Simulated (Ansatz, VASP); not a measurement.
Two plane-wave programs on Ni

The input INCAR:

```
  PREC = Accurate
  ENCUT = 520
  EDIFF = 1E-6
  ISMEAR = -1
  SIGMA = 0.05
  LREAL = F
  LASPH = T
  NELM = 150
  ALGO = Normal
  ISIF = 2
  LWAVE = F
  LCHARG = F
  ISPIN = 2
  MAGMOM = 0.607
  LORBIT = 11
  LMAXMIX = 4
  GGA = CA
  NBANDS = 15
```

File KPOINTS:

```
regular mesh
0
Gamma
  26 26 26
```

POSCAR

```
Ni
1.0
    0.0000000000      1.7783920326      1.7783920326
    1.7783920326      0.0000000000      1.7783920326
    1.7783920326      1.7783920326      0.0000000000
Ni
1
Direct
    0.0000000000      0.0000000000      0.0000000000
```

Input for Ansatz:

```yaml
crystal:
  lattice:
    - [0.0, 1.7783924588, 1.7783924588]
    - [1.7783924588, 0.0, 1.7783924588]
    - [1.7783924588, 1.7783924588, 0.0]
  atoms:
    - { symbol: Ni, position: [0.0, 0.0, 0.0], spin: 0.607 }
hamiltonian:
  xc: lda
  pseudopotentials:
    kind: paw
    azcp:
      Ni: "pseudopotentials/Ni.paw.azcp"
basis:
  ecutwfc: 420
  fft_grid_basis: typed
kpoints:
  mp_grid: { grid: [26, 26, 26], shift: [0, 0, 0] }
magnetization:
  spin_polarized: true
scf:
  occupations: { method: fermi_dirac, width: 0.05 }
output:
  stress: true
```

Alike in both runs: task single point; functional LDA; k mesh 26 × 26 × 26; occupations fermi-dirac, width 0.05 eV; collinear spin.

|  | VASP | Ansatz |
| --- | --- | --- |
| version | VASP 6.6.1 | Ansatz 0.2.0 |
| potentials or method | VASP PAW LDA potentials, release 64 (Ni), cutoff 520 eV | plane waves (420 eV) with PAW, scalar-relativistic |
| valence electrons in the cell | 10 | 18 |

VASP gave:

```
pressure (GPa)                                                : -22.0
net moment per atom (μB)                                      : 0.59
size of the moment on the site where the two differ most (μB) : 0.60
```

Problem. Estimate Ansatz's values.

Solution. Pressure (GPa): -22.1; net moment per atom (μB): 0.62; size of the moment on the site where the two differ most (μB): 0.65.

Ansatz warns that its potentials were made for another functional, while VASP's fit it. LDA's correlation is that of Perdew and Zunger in VASP and of Perdew and Wang (1992) in Ansatz. Site moments also hang on the region over which each program counts them. VASP's potentials hold 10 valence electrons a cell and Ansatz's 18, so a difference there can come from the potentials and not from the codes.
